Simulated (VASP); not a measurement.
Write the native input for VASP 6.6.1 that does the following.

```yaml
Task: single point
Functional: r2SCAN
Potentials_or_basis: VASP PAW PBE potentials, release 64 (La)
Cutoff: 520 eV
k_mesh: 12 × 12 × 12
Occupations: fermi-dirac, width 0.05 eV
Spin: collinear spin
Starting_moments: "[0.333] μB"
Dipole_correction: no
Further_INCAR_settings: ALGO = Normal; EDIFF = 1e-07; NBANDS = 16
```

La:

```
La
1.0
    -2.17876    2.17876    2.17876
     2.17876   -2.17876    2.17876
     2.17876    2.17876   -2.17876
La
1
Direct
  0.00000 0.00000 0.00000
```

This isn't the form of La at room conditions, which is double hcp.

The input as run:

POSCAR

```
La
1.0
   -2.1787592117      2.1787592117      2.1787592117
    2.1787592117     -2.1787592117      2.1787592117
    2.1787592117      2.1787592117     -2.1787592117
La
1
Direct
    0.0000000000      0.0000000000      0.0000000000
```

INCAR.step1

```
PREC = Accurate ; ENCUT = 520
ISMEAR = -1 ; SIGMA = 0.05
LREAL = False ; LASPH = True
NELM = 150 ; ISPIN = 2
MAGMOM = 0.333 ; LMAXMIX = 6
NBANDS = 16 ; GGA = PE
ALGO = Normal ; EDIFF = 1E-4
LWAVE = True ; LCHARG = False
```

INCAR.step2

```
PREC = Accurate ; ENCUT = 520
EDIFF = 1E-7 ; ISMEAR = -1
SIGMA = 0.05 ; LREAL = False
LASPH = True ; NELM = 150
ALGO = Normal ; ISIF = 2
LWAVE = False ; LCHARG = False
ISPIN = 2 ; MAGMOM = 0.333
LORBIT = 11 ; LMAXMIX = 6
METAGGA = R2SCAN ; LMIXTAU = True
NBANDS = 16 ; ISTART = 1
```

KPOINTS

```
Automatic mesh
0
Gamma
  12 12 12
```

Potentials or basis: VASP PAW PBE potentials, release 64 (La).

Command:

```sh
$ cat potpaw_PBE.64/La/POTCAR > POTCAR
$ cp INCAR.step1 INCAR
$ mpirun -np 1 vasp_std > vasp.out
$ cp INCAR.step2 INCAR
$ mpirun -np 1 vasp_std > vasp.out
```

It gave:

* Pressure: -1.8 GPa
* Net moment: 0.49 μB per cell
* Site moments: La +0.22 μB
* Valence electrons inside the program's atomic spheres: La 8.49

Caveat: the PAW data sets were made with another functional, which shifts forces and pressure a little.

It took 11 min on 1 thread of Oxide Virtual Turin-like Processor (shared host), peak memory 0.22 GiB.
